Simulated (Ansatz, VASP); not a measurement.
**Two plane-wave programs on Nb**

```
CELL_PARAMETERS angstrom
0.00000 2.94500 2.94500
2.94500 0.00000 2.94500
2.94500 2.94500 0.00000
ATOMIC_POSITIONS crystal
Nb 0.12500 0.12500 0.12500
Nb 0.87500 0.87500 0.87500
```

Alike in both runs: task single point; functional PBEsol; k mesh 11 × 11 × 11; occupations fermi-dirac, width 0.1 eV; no spin polarisation.

|  | VASP | Ansatz |
| --- | --- | --- |
| version | VASP 6.6.1 | Ansatz 0.2.0 |
| potentials or method | VASP PAW PBE potentials, release 64 (Nb_sv), cutoff 520 eV | plane waves (420 eV) with PAW, scalar-relativistic |
| valence electrons in the cell | 26 | 26 |

|  | VASP | Ansatz | Ansatz less VASP |
| --- | --- | --- | --- |
| pressure (GPa) | -2.7 | -2.7 | -0.03 |

VASP's potentials were made for PBE, not for PBEsol, and Ansatz warns of the same on its side.
